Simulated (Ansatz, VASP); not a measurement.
Two plane-wave programs on Be

Contents of INCAR:

```
PREC = Accurate ; ENCUT = 600
EDIFF = 1E-6 ; ISMEAR = -5
SIGMA = 0.1 ; LREAL = False
LASPH = True ; NELM = 120
ALGO = Normal ; ISIF = 2
LWAVE = False ; LCHARG = True
LELF = True ; LVHAR = True
NBANDS = 7 ; GGA_COMPAT = False
```

The input KPOINTS:

```
regular mesh
0
Gamma
  21 21 21
```

POSCAR

```
Be
1.0
    2.0675056490      0.0000000000      0.0000000000
    0.0000000000      2.0675056490      0.0000000000
    0.0000000000      0.0000000000      2.0675056490
Be
1
Direct
    0.0000000000      0.0000000000      0.0000000000
```

Input for Ansatz:

```yaml
crystal:
  lattice:
    - [2.067505649, 0.0, 0.0]
    - [0.0, 2.067505649, 0.0]
    - [0.0, 0.0, 2.067505649]
  atoms:
    - { symbol: Be, position: [0.0, 0.0, 0.0] }
kpoints:
  mp_grid: { grid: [21, 21, 21] }
scf:
  occupations: { method: tetrahedron }
hamiltonian:
  xc: lda
  pseudopotentials: { kind: paw, source: ansatz }
output:
  forces: true
  stress: true
  eigenvalues: true
  populations: true
```

Alike in both runs: task single point; functional LDA; k mesh 21 × 21 × 21; occupations tetrahedron; no spin polarisation.

|  | VASP | Ansatz |
| --- | --- | --- |
| version | VASP 6.6.1 | Ansatz 0.2.0 |
| potentials or method | VASP PAW LDA potentials, release 64 (Be) | PAW with Ansatz's default frozen-core files, scalar-relativistic |
| plane-wave cutoff (eV) | 600 | 960 |
| valence electrons in the cell | 2 | 4 |

```tsv
	VASP	Ansatz	Ansatz less VASP
gap on the k mesh at the Fermi level (eV)	none	none	-
pressure (GPa)	10.1	9.7	-0.38
```

LDA's correlation is that of Perdew and Zunger in VASP and of Perdew and Wang (1992) in Ansatz. A gap of «none» marks a metal or a gap that the smearing closes. VASP's potentials hold 2 valence electrons a cell and Ansatz's 4, so a difference there can come from the potentials and not from the codes. Ansatz's warnings: band table not solved further, tetrahedron derivatives may miss energy slope.
